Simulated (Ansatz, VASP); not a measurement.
# In2Sb3O in VASP and in Ansatz

File INCAR:

```
SYSTEM = In2Sb3O
ALGO = Normal ; EDIFF = 1E-6
EDIFFG = -0.08 ; ENCUT = 600
GGA = PE ; IBRION = 2
ISIF = 3 ; ISMEAR = 0
LASPH = .True. ; LCHARG = .False.
LREAL = .False. ; LWAVE = .False.
NELM = 80 ; NSW = 36
PREC = Accurate ; SIGMA = 0.2
```

KPOINTS

```
k-points
0
Gamma
  4 4 2
  0 0 0
```

File POSCAR:

```
In2Sb3O
1.0
    4.0000000000      0.0000000000      0.0000000000
    0.0000000000      4.0000000000      0.0000000000
    0.0000000000      0.0000000000      8.9600000000
In Sb O
2 3 1
Direct
    0.5000000000      0.0000000000      0.9000000000
    0.0000000000      0.5000000000      0.1000000000
    0.5000000000      0.5000000000      0.3250000000
    0.5000000000      0.5000000000      0.6750000000
    0.0000000000      0.0000000000      0.5000000000
    0.0000000000      0.0000000000      0.0000000000
```

Input for Ansatz:

```yaml
crystal:
  lattice:
    - [4.0, 0.0, 0.0]
    - [0.0, 4.0, 0.0]
    - [0.0, 0.0, 8.96]
  atoms:
    - { symbol: In, position: [0.5, 0.0, 0.9] }
    - { symbol: In, position: [0.0, 0.5, 0.1] }
    - { symbol: Sb, position: [0.5, 0.5, 0.325] }
    - { symbol: Sb, position: [0.5, 0.5, 0.675] }
    - { symbol: Sb, position: [0.0, 0.0, 0.5] }
    - { symbol: O, position: [0.0, 0.0, 0.0] }
basis:
  ecutwfc: 420
kpoints:
  mp_grid: { grid: [4, 4, 2] }
hamiltonian:
  xc: pbe
scf:
  occupations: { method: gaussian, width: 0.2 }
  lower_state_search: "off"
output:
  forces: true
  stress: true
  eigenvalues: true
relax:
  adjacent_minimum: "off"
  f_tol: 0.08
  max_steps: 16
  cell: { stress_tol: 0.8 }
```

Alike in both runs: task relaxation of cell and atoms; functional PBE; k mesh 4 × 4 × 2; occupations gaussian, width 0.2 eV; no spin polarisation.

```csv
,VASP,Ansatz
version,VASP 6.6.1,Ansatz 0.2.0
potentials or method,"VASP PAW PBE potentials, release 64 (In_d, Sb, O), cutoff 600 eV","scalar-relativistic, plane waves, PAW"
valence electrons in the cell,47,77
```

Ansatz gave:

```
gap on the k mesh at the Fermi level, each at its own relaxed structure (eV) : none
relaxed volume (Å³/atom)                                                     : 26.33
relaxed cell length with the largest relative difference (Å)                 : 3.801
```

Q: Which values does VASP return?

A: gap on the k mesh at the Fermi level, each at its own relaxed structure (eV): none; relaxed volume (Å³/atom): 26.20; relaxed cell length with the largest relative difference (Å): 3.793.

A gap of «none» marks a metal or a gap that the smearing closes. VASP's potentials hold 47 valence electrons a cell and Ansatz's 77, so a difference there can come from the potentials and not from the codes.

The k mesh is coarse, so the values compare programs but aren't converged. Spin-orbit coupling is off throughout.
